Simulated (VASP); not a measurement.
# SiO2 (I4/mmm) in VASP: a series of runs

SiO2 is run at these levels: LDA; tasks: relaxation of shape and atoms at fixed volume, single point.

All numbers are computed with VASP 6.6.1; they aren't measurements. Logs are shortened: lines on timing, memory, paths and dates and some standing lists are left out, and cuts for length are marked.

### 1 The cell of the first run

Symmetry: I4/mmm, No. 139, tetragonal system. Conventional cell: a = 8.442 Å, b = 8.442 Å, c = 5.112 Å, α = 90.00°, β = 90.00°, γ = 90.00°. Within 2.0 Å of Si (site symmetry m2m) lie 4 O at 1.54 to 1.55 Å. O (site symmetry 2/m) has 2 Si at 1.54 Å within 2.0 Å. O (site symmetry m2m) has 2 Si at 1.55 Å within 2.1 Å.

### 2 Relaxation of shape and atoms at fixed volume, LDA (15.18 Å³/atom)

Input file INCAR:

```
PREC = Accurate
ENCUT = 600
EDIFF = 1E-6
ISMEAR = 0
SIGMA = 0.02
LREAL = False
LASPH = True
NELM = 100
ALGO = Normal
ISIF = 4
LWAVE = False
LCHARG = False
IBRION = 2
NSW = 50
EDIFFG = -0.01
```

Input file KPOINTS:

```
Automatic mesh
0
Gamma
  6 6 6
```

Input file POSCAR:

```
SiO2
1.0
   -4.2210962082      4.2210962082      2.5561905948
    4.2210962082     -4.2210962082      2.5561905948
    4.2210962082      4.2210962082     -2.5561905948
Si O
4 8
Direct
    0.1787754709      0.1787754709      0.3575509419
    0.8212245291      0.1787754709      0.0000000000
    0.1787754709      0.8212245291      0.0000000000
    0.8212245291      0.8212245291      0.6424490581
    0.5000000000      0.5000000000      0.5000000000
    0.0000000000      0.5000000000      0.0000000000
    0.5000000000      0.0000000000      0.0000000000
    0.0000000000      0.0000000000      0.5000000000
    0.0000000000      0.2187849666      0.2187849666
    0.7812150334      0.0000000000      0.7812150334
    0.2187849666      0.0000000000      0.2187849666
    0.0000000000      0.7812150334      0.7812150334
```

Potentials or basis: VASP PAW LDA potentials, release 64 (Si, O).

Started as:

```sh
$ cat potpaw_LDA.64/Si/POTCAR potpaw_LDA.64/O/POTCAR > POTCAR
$ mpirun -np 1 vasp_std > vasp.out
```

OUTCAR:

```text
PREC = Accurate
   ENCUT = 600
   EDIFF = 1E-6
   ISMEAR = 0
   LREAL = False
   LASPH = True
   NELM = 100
   ISIF = 4
   IBRION = 2
   NSW = 50
   EDIFFG = -0.01

 ion  position               nearest neighbor table
   1  0.179  0.179  0.358-   8 1.54   5 1.54   9 1.55  11 1.55   2 3.02   3 3.02   4 3.07   4 3.07

   2  0.821  0.179  0.000-   6 1.54   7 1.54   9 1.55  10 1.55   1 3.02   4 3.02   3 3.07   3 3.07

   3  0.179  0.821  0.000-   6 1.54   7 1.54  11 1.55  12 1.55   1 3.02   4 3.02   2 3.07   2 3.07

   4  0.821  0.821  0.642-   8 1.54   5 1.54  10 1.55  12 1.55   2 3.02   3 3.02   1 3.07   1 3.07

   5  0.500  0.500  0.500-   1 1.54   4 1.54
   6  0.000  0.500  0.000-   2 1.54   3 1.54
   7  0.500  0.000  0.000-   2 1.54   3 1.54
   8  0.000  0.000  0.500-   1 1.54   4 1.54
   9  0.000  0.219  0.219-   2 1.55   1 1.55
  10  0.781  0.000  0.781-   2 1.55   4 1.55
  11  0.219  0.000  0.219-   3 1.55   1 1.55
  12  0.000  0.781  0.781-   3 1.55   4 1.55

  LATTYP: Found a body centered tetragonal cell.
 ALAT       =     8.4421924164
 C/A-ratio  =     0.6055750612

  Lattice vectors:

 A1 = (  -4.2210962082,   4.2210962082,   2.5561905948)
 A2 = (   4.2210962082,  -4.2210962082,   2.5561905948)
 A3 = (   4.2210962082,   4.2210962082,  -2.5561905948)

Analysis of symmetry for initial positions (statically):
=====================================================================
 Subroutine PRICEL returns:
 Original cell was already a primitive cell.

 Routine SETGRP: Setting up the symmetry group for a
 body centered tetragonal supercell.

 Subroutine GETGRP returns: Found 16 space group operations
 (whereof 16 operations were pure point group operations)
 out of a pool of 16 trial point group operations.

The static configuration has the point symmetry D_4h.

Analysis of symmetry for dynamics (positions and initial velocities):
=====================================================================
 Subroutine PRICEL returns:
 Original cell was already a primitive cell.

 Routine SETGRP: Setting up the symmetry group for a
 body centered tetragonal supercell.

 Subroutine GETGRP returns: Found 16 space group operations
 (whereof 16 operations were pure point group operations)
 out of a pool of 16 trial point group operations.

The dynamic configuration has the point symmetry D_4h.

 Subroutine INISYM returns: Found 16 space group operations
 (whereof 16 operations are pure point group operations),
 and found     1 'primitive' translations

----------------------------------------------------------------------------------------

                                     Primitive cell

  volume of cell :     182.1813

  direct lattice vectors                    reciprocal lattice vectors
    -4.221096208  4.221096208  2.556190595     0.000000000  0.118452642  0.195603568
     4.221096208 -4.221096208  2.556190595     0.118452642  0.000000000  0.195603568
     4.221096208  4.221096208 -2.556190595     0.118452642  0.118452642  0.000000000

  length of vectors
     6.493798330  6.493798330  6.493798330     0.228673969  0.228673969  0.167517333

  position of ions in fractional coordinates (direct lattice)
     0.178775471  0.178775471  0.357550942
     0.821224529  0.178775471  0.000000000
     0.178775471  0.821224529  0.000000000
     0.821224529  0.821224529  0.642449058
     0.500000000  0.500000000  0.500000000
     0.000000000  0.500000000  0.000000000
     0.500000000  0.000000000  0.000000000
     0.000000000  0.000000000  0.500000000
     0.000000000  0.218784967  0.218784967
     0.781215033  0.000000000  0.781215033
     0.218784967  0.000000000  0.218784967
     0.000000000  0.781215033  0.781215033

  ion indices of the primitive-cell ions
   primitive index   ion index
                 1           1
                 2           2
                 3           3
                 4           4
                 5           5
                 6           6
                 7           7
                 8           8
                 9           9
                10          10
                11          11
                12          12

----------------------------------------------------------------------------------------

 KPOINTS: Automatic mesh

Automatic generation of k-mesh.
 Grid dimensions read from file:
 generate k-points for:    6    6    6

 Generating k-lattice:

  Cartesian coordinates                     Fractional coordinates (reciprocal lattice)
     0.000000000  0.019742107  0.032600595     0.166666667  0.000000000  0.000000000
     0.019742107  0.000000000  0.032600595     0.000000000  0.166666667  0.000000000
     0.019742107  0.019742107  0.000000000     0.000000000  0.000000000  0.166666667

  Length of vectors
     0.038112328  0.038112328  0.027919556

  Shift w.r.t. Gamma in fractional coordinates (k-lattice)
     0.000000000  0.000000000  0.000000000

 Subroutine IBZKPT returns following result:
 ===========================================

 Found     30 irreducible k-points:

 Following reciprocal coordinates:
            Coordinates               Weight
  0.000000  0.000000  0.000000      1.000000
  0.166667  0.000000 -0.000000      8.000000
  0.333333 -0.000000  0.000000      8.000000
  0.500000  0.000000 -0.000000      4.000000
  0.166667  0.166667  0.000000      8.000000
  0.333333  0.166667  0.000000     16.000000
[... 16 lines left out ...]
 -0.333333 -0.333333  0.166667      8.000000
 -0.166667 -0.333333  0.166667      8.000000
 [... further k-points ...]
   k-points           NKPTS =     30   k-points in BZ     NKDIM =     30   number of bands    NBANDS=     39
   number of dos      NEDOS =    301   number of ions     NIONS =     12
   total plane-waves  NPLWV = 157464
   dimension x,y,z NGX =    54 NGY =   54 NGZ =   54
   dimension x,y,z NGXF=   108 NGYF=  108 NGZF=  108
   ions per type =               4   8
   NGX,Y,Z   is equivalent  to a cutoff of  13.82, 13.82, 13.82 a.u.
   NGXF,Y,Z  is equivalent  to a cutoff of  27.65, 27.65, 27.65 a.u.
 SYSTEM =  unknown system
   PREC   = accura    normal or accurate (medium, high low for compatibility)
   ISTART =      0    job   : 0-new  1-cont  2-samecut
   ICHARG =      2    charge: 1-file 2-atom 10-const
   ISPIN  =      1    spin polarized calculation?
   LNONCOLLINEAR =      F non collinear calculations
   LSORBIT =      F    spin-orbit coupling
   LASPH  =      T    aspherical Exc in radial PAW
   ENCUT  =  600.0 eV  44.10 Ry    6.64 a.u.  12.97 12.97 12.97*2*pi/ulx,y,z
   NELM   =    100;   NELMIN=  2; NELMDL= -5     # of ELM steps
   EDIFF  = 0.1E-05   stopping-criterion for ELM
   LREAL  =      F    real-space projection
   EDIFFG = -.1E-01   stopping-criterion for IOM
   NSW    =     50    number of steps for IOM
   IBRION =      2    ionic relax: 0-MD 1-quasi-New 2-CG
   NFREE  =      1    steps in history (QN), initial steepest desc. (CG)
   ISIF   =      4    stress and relaxation
   ISYM   =      2    0-nonsym 1-usesym 2-fastsym
   POTIM  = 0.5000    time-step for ionic-motion
   TEBEG  =    0.0;   TEEND  =   0.0 temperature during run
   PSTRESS=    0.0 pullay stress
   NELECT =      64.0000    total number of electrons
   NUPDOWN=      -1.0000    fix difference up-down
   EMIN   =  10.00;   EMAX   =-10.00  energy-range for DOS
   EFERMI =   0.00;   METHOD = LEGACY
   ISMEAR =     0;   SIGMA  =   0.02  broadening in eV -4-tet -1-fermi 0-gaus
   EFERMI_NEDOS =   21; number of points for ismear=-14 and -15
   IALGO  =     38    algorithm
   IMIX   =      4    mixing-type and parameters
     AMIX     =   0.40;   BMIX     =  1.00
     AMIX_MAG =   1.60;   BMIX_MAG =  1.00
  volume/ion in A,a.u.               =      15.18       102.45
  Fermi-wavevector in a.u.,A,eV,Ry     =   1.155137  2.182893 18.154825  1.334342
  Thomas-Fermi vector in A             =   2.291768
   LORBIT       =      0    0 simple, 1 ext, 2 COOP (PROOUT), +10 PAW based schemes
   GGA     = CA    functional components
   LHFCALC =     F    Hartree Fock is set to
   AEXX    =    0.0000 exact exchange contribution
   IVDW    =     0    specifies the selected vdW correction
   LEPSILON=     F    determine dielectric tensor
   LRPA    =     F    only Hartree local field effects (RPA)
 conjugate gradient relaxation of ions
 non-spin polarized calculation
 Gauss-broadening in eV      SIGMA  =   0.02
  energy-cutoff  :      600.00
  volume of cell :      182.18
 maximum number of plane-waves:      6101
 NGX is ok and might be reduce to    54
   NGX = 25   NGY = 25   NGZ = 25

--------------------------------------- Ionic step        1  -------------------------------------------

 number of electron      63.9999997 magnetization

 Free energy of the ion-electron system (eV)
  ---------------------------------------------------
  ext. energy  EPLUGINS =         0.00000000
  ---------------------------------------------------
  free energy    TOTEN  =      -102.06643876 eV

  energy without entropy =     -102.06643876  energy(sigma->0) =     -102.06643876

------------------------ aborting loop because EDIFF is reached ----------------------------------------

  FORCE on cell =-STRESS in cart. coord.  units (eV):
  Direction    XX          YY          ZZ          XY          YZ          ZX
  --------------------------------------------------------------------------------------
  -------------------------------------------------------------------------------------
  Total       24.8566742     24.8566742     25.6328010      0.0000000      0.0000000      0.0000000
  in kB      218.5998585    218.5998585    225.4254387      0.0000000      0.0000000      0.0000000
  external PRESSURE =     220.8750519 kB  Pullay stress =       0.0000000 kB
[... 119 lines left out ...]
  FREE ENERGIE OF THE ION-ELECTRON SYSTEM (eV)
  ---------------------------------------------------
  free  energy   TOTEN  =      -102.0915343643 eV

  energy  without entropy=     -102.0915343643  energy(sigma->0) =     -102.09153436

[... ionic steps 4 to 10 ...]

--------------------------------------- Ionic step       11  -------------------------------------------

 number of electron      64.0000002 magnetization

------------------------ aborting loop because EDIFF is reached ----------------------------------------
[... 87 lines left out ...]
--------------------------------------- Ionic step       13  -------------------------------------------

 number of electron      64.0000003 magnetization

 Free energy of the ion-electron system (eV)
  ---------------------------------------------------
  ext. energy  EPLUGINS =         0.00000000
  ---------------------------------------------------
  free energy    TOTEN  =      -102.10271431 eV

  energy without entropy =     -102.10271431  energy(sigma->0) =     -102.10271431

 E-fermi :  -0.0431     XC(G=0):  -8.3748

 val. band max:       -0.1965421009   @ k =   0.0000   0.0000   0.0000
 cond. band min:       4.9241612170   @ k =   0.0000   0.0000   0.0000
 fundamental gap:      5.1207033179
 Fermi energy:        -0.0430578930

 k-point     1 :       0.0000    0.0000    0.0000
  band No.  band energies     occupation
      1     -20.2922      2.00000
      2     -19.1820      2.00000
      3     -18.6468      2.00000
      4     -18.6468      2.00000
      5     -17.9543      2.00000
      6     -17.9539      2.00000
[... 997 lines left out ...]
     38       9.3154      0.00000
     39       9.7102      0.00000

 [... further k-points ...]
[... 5 lines left out ...]
  --------------------------------------------------------------------------------------
  -------------------------------------------------------------------------------------
  Total       22.8650001     22.8650001     22.8736226      0.0000000      0.0000000     -0.0000000
  in kB      201.0842541    201.0842541    201.1600838      0.0000000      0.0000000     -0.0000000
  external PRESSURE =     201.1095307 kB  Pullay stress =       0.0000000 kB
[... 27 lines left out ...]
  FREE ENERGIE OF THE ION-ELECTRON SYSTEM (eV)
  ---------------------------------------------------
  free  energy   TOTEN  =      -102.1027143075 eV

  energy  without entropy=     -102.1027143075  energy(sigma->0) =     -102.10271431

 reached required accuracy - stopping structural energy minimisation
```

It took 26 min on 1 thread of Intel Xeon 6975P-C (Granite Rapids), shared host; peak memory 0.42 GiB.

What came out:

| Item | Value |
| --- | --- |
| Free energy | -102.1027 eV |
| Energy gained by relaxing | 3.0 meV/atom |
| Ionic steps | 13 |
| Pressure after relaxing | 20.1 GPa |
| Largest force after relaxing | 0.009 eV/Å |
| Band gap on the k mesh | 5.12 eV |

Forces on the atoms (eV/Å):
```
Si  -0.002 -0.002  0.000
Si  -0.002  0.002  0.000
Si   0.002 -0.002  0.000
Si   0.002  0.002  0.000
O    0.000  0.000  0.000
O    0.000  0.000  0.000
O    0.000  0.000  0.000
O    0.000  0.000  0.000
O   -0.009  0.000  0.000
O    0.000  0.009  0.000
O    0.000 -0.009  0.000
O    0.009  0.000  0.000
```

Step by step:
| step | energy change (eV) | largest force (eV/Å) | pressure (GPa) | volume (Å³) |
| --- | --- | --- | --- | --- |
| 1 | 0.0000 | 0.2927 | 22.09 | 182.18 |
| 2 | -0.0151 | 0.1633 | 21.60 | 182.18 |
| 3 | -0.0251 | 0.1203 | 20.52 | 182.18 |
| 4 | -0.0258 | 0.4918 | 20.10 | 182.18 |
| 5 | -0.0283 | 0.2435 | 20.29 | 182.18 |
| 6 | -0.0354 | 0.0525 | 20.16 | 182.18 |
| 7 | -0.0359 | 0.0872 | 20.11 | 182.18 |
| 8 | -0.0345 | 0.1902 | 20.06 | 182.18 |
| 9 | -0.0363 | 0.0107 | 20.10 | 182.18 |
| 10 | -0.0363 | 0.0116 | 20.09 | 182.18 |
| 11 | -0.0362 | 0.0436 | 20.10 | 182.18 |
| 12 | -0.0363 | 0.0123 | 20.09 | 182.18 |
| 13 | -0.0363 | 0.0086 | 20.11 | 182.18 |

Final structure:
```xyz
12
Lattice="-4.1817 4.1817 2.6045 4.1817 -4.1817 2.6045 4.1817 4.1817 -2.6045" Properties=species:S:1:pos:R:3 pbc="T T T"
Si    1.5090    1.5090    0.0000
Si   -2.6727    2.6727    2.6045
Si    2.6727   -2.6727    2.6045
Si    2.6727    2.6727    2.6045
O     2.0909    2.0909    1.3023
O     2.0909   -2.0909    1.3023
O    -2.0909    2.0909    1.3023
O     2.0909    2.0909   -1.3023
O     1.8783    0.0000    0.0000
O     0.0000    6.4852    0.0000
O     0.0000    1.8783    0.0000
O     6.4852    0.0000    0.0000
```

A k mesh can miss the band edges.

### 3 Single point, LDA

This run uses another cell than the first one, of 14.70 Å³/atom.

Input file INCAR:

```
PREC = Accurate
ENCUT = 520
EDIFF = 1E-6
ISMEAR = 0
SIGMA = 0.02
LREAL = False
LASPH = True
NELM = 60
ALGO = Normal
ISIF = 2
LWAVE = False
LCHARG = False
NBANDS = 44
```

Input file KPOINTS:

```
regular mesh
0
Gamma
  6 6 6
```

Input file POSCAR:

```
SiO2
1.0
   -4.0972963603      4.0972963603      2.6260586875
    4.0972963603     -4.0972963603      2.6260586875
    4.0972963603      4.0972963603     -2.6260586875
Si O
4 8
Direct
    0.1820495404      0.1820495404      0.3640990808
    0.8179504596      0.1820495404      0.0000000000
    0.1820495404      0.8179504596      0.0000000000
    0.8179504596      0.8179504596      0.6359009192
    0.5000000000      0.5000000000      0.5000000000
    0.0000000000      0.5000000000      0.0000000000
    0.5000000000      0.0000000000      0.0000000000
    0.0000000000      0.0000000000      0.5000000000
    0.0000000000      0.2308834145      0.2308834145
    0.7691165855      0.0000000000      0.7691165855
    0.2308834145      0.0000000000      0.2308834145
    0.0000000000      0.7691165855      0.7691165855
```

Potentials or basis: VASP PAW LDA potentials, release 64 (Si, O).

Started as:

```sh
$ cat potpaw_LDA.64/Si/POTCAR potpaw_LDA.64/O/POTCAR > POTCAR
$ mpirun -np 1 vasp_std > vasp.out
```

It took 2.4 min on 1 thread of Intel Xeon Platinum 8488C (Sapphire Rapids), shared host; peak memory 0.34 GiB.

It converged, with:

```
Free energy            : -101.2149 eV
Pressure               : 25.6 GPa
Largest force          : 0.064 eV/Å
Band gap on the k mesh : 4.92 eV
```

Forces in eV/Å, atoms in the order of the input:
```
Si   0.046  0.046  0.000
Si   0.046 -0.046  0.000
Si  -0.046  0.046  0.000
Si  -0.046 -0.046  0.000
O    0.000  0.000  0.000
O    0.000  0.000  0.000
O    0.000  0.000  0.000
O    0.000  0.000  0.000
O    0.002  0.000  0.000
O    0.000 -0.002  0.000
O    0.000  0.002  0.000
O   -0.002  0.000  0.000
```

Levels at points of the mesh, in eV from the valence-band top:
```
           k point  band 29  band 30  band 31  band 32  band 33  band 34  band 35  band 36
(0.00, 0.00, 0.00)    -1.72    -1.61    -0.33     0.00     4.92     8.25     8.38     8.92
(0.50, 0.00, 0.00)    -1.40    -0.88    -0.73    -0.70     7.05     7.32     8.51     9.03
(0.50, 0.50, 0.00)    -0.98    -0.95    -0.80    -0.70     6.09     6.92     8.43     8.99
(0.50, 0.50, 0.50)    -1.62    -0.84    -0.17    -0.17     6.98     7.66     7.66     8.20
```

Caveat: the cell stands under pressure. A k mesh can miss the band edges.

### 4 Single point, LDA

This run uses another cell than the first one, of 15.93 Å³/atom.

Input file INCAR:

```
ALGO = Normal
EDIFF = 1E-7
ENCUT = 520
GGA = CA
ISIF = 2
ISMEAR = 0
LASPH = True
LCHARG = False
LREAL = False
LWAVE = False
NBANDS = 44
NELM = 80
PREC = Accurate
SIGMA = 0.02
```

Input file KPOINTS:

```
k-points
0
Gamma
  6 6 6
```

Input file POSCAR:

```
SiO2
1.0
   -4.2982404948      4.2982404948      2.5866886417
    4.2982404948     -4.2982404948      2.5866886417
    4.2982404948      4.2982404948     -2.5866886417
Si O
4 8
Direct
    0.1784442804      0.1784442804      0.3568885609
    0.8215557196      0.1784442804      0.0000000000
    0.1784442804      0.8215557196      0.0000000000
    0.8215557196      0.8215557196      0.6431114391
    0.5000000000      0.5000000000      0.5000000000
    0.0000000000      0.5000000000      0.0000000000
    0.5000000000      0.0000000000      0.0000000000
    0.0000000000      0.0000000000      0.5000000000
    0.0000000000      0.2169656013      0.2169656013
    0.7830343987      0.0000000000      0.7830343987
    0.2169656013      0.0000000000      0.2169656013
    0.0000000000      0.7830343987      0.7830343987
```

Started as:

```sh
$ cat potpaw_LDA.64/Si/POTCAR potpaw_LDA.64/O/POTCAR > POTCAR
$ mpirun -np 1 vasp_std > vasp.out
```

It took 4.5 min on 1 thread of Intel Xeon Platinum 8488C (Sapphire Rapids), shared host; peak memory 0.37 GiB.

The run converged. Its results:

- Free energy: -102.9901 eV
- Pressure: 12.5 GPa
- Largest force: 0.046 eV/Å
- Band gap on the k mesh: 5.30 eV

Forces on the atoms (eV/Å):
```
Si   0.032  0.032  0.000
Si   0.032 -0.032  0.000
Si  -0.032  0.032  0.000
Si  -0.032 -0.032  0.000
O    0.000  0.000  0.000
O    0.000  0.000  0.000
O    0.000  0.000  0.000
O    0.000  0.000  0.000
O    0.003  0.000  0.000
O    0.000 -0.003  0.000
O    0.000  0.003  0.000
O   -0.003  0.000  0.000
```

Levels at points of the mesh, in eV from the valence-band top:
```
           k point  band 30  band 31  band 32  band 33  band 34  band 35
(0.00, 0.00, 0.00)    -0.99    -0.12     0.00     5.30     8.34     8.66
(0.50, 0.00, 0.00)    -0.85    -0.65    -0.45     7.45     7.71     8.60
(0.50, 0.50, 0.00)    -0.60    -0.56    -0.44     6.42     6.99     8.80
(0.50, 0.50, 0.50)    -0.42    -0.06    -0.06     7.31     7.91     7.91
```

Caveat: the cell stands under pressure. A k mesh can miss the band edges.

[end of part 1 of 2]
